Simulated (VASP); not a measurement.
# SrCd2Sb2: single point with LDA

SrCd2Sb2:

```
Sr Cd Sb
1.0
     5.09960    0.24349   -0.64862
    -1.08422    5.54652    0.76341
    -0.24341    0.42425    5.72319
Sr Cd Sb
1 2 2
Direct
  0.93397 0.05306 0.99487
  0.02511 0.75646 0.55963
  0.79231 0.29753 0.38843
  0.42226 0.39780 0.72316
  0.39623 0.65746 0.13846
```

- Program: VASP 6.6.1
- Task: single point
- Functional: LDA
- Potentials or basis: VASP PAW LDA potentials, release 64 (Sr_sv, Cd, Sb)
- Cutoff: 520 eV
- k mesh: 3 × 3 × 3
- Occupations: gaussian, width 0.1 eV
- Spin: no spin polarisation
- Dipole correction: no
- Further INCAR settings: ALGO = Normal; EDIFF = 1e-06; NBANDS = 30

```yaml
Pressure: -3.4 GPa
Largest_force: 0.564 eV/Å
Band_gap_on_the_k_mesh: zero (bands 22 and 23 overlap by 0.18 eV)
```

Forces on the atoms (eV/Å):
```
Sr   0.057 -0.073 -0.493
Cd  -0.100 -0.021  0.125
Cd  -0.009  0.190  0.405
Sb   0.103  0.452 -0.156
Sb  -0.052 -0.549  0.119
```

Stress tensor (GPa, compression positive):
```
-4.47 -0.38 -0.68
-0.38 -4.27  0.33
-0.68  0.33 -1.47
```

Levels at points of the mesh, in eV from the Fermi level:
```csv
k point,band 19,band 20,band 21,band 22,band 23,band 24,band 25,band 26
"(0.00, 0.00, 0.00)",-2.37,-1.97,-1.42,-0.41,0.64,0.94,1.79,2.33
```

Run time: 52 s on 1 thread of Intel(R) Xeon(R) Platinum 8259CL CPU @ 2.50GHz (Skylake/Cascade Lake) (shared host), peak memory 0.26 GiB.

Caveat: the k points lie up to 0.42 Å⁻¹ apart; spin-orbit coupling is left out, which moves the levels of the heavy elements.
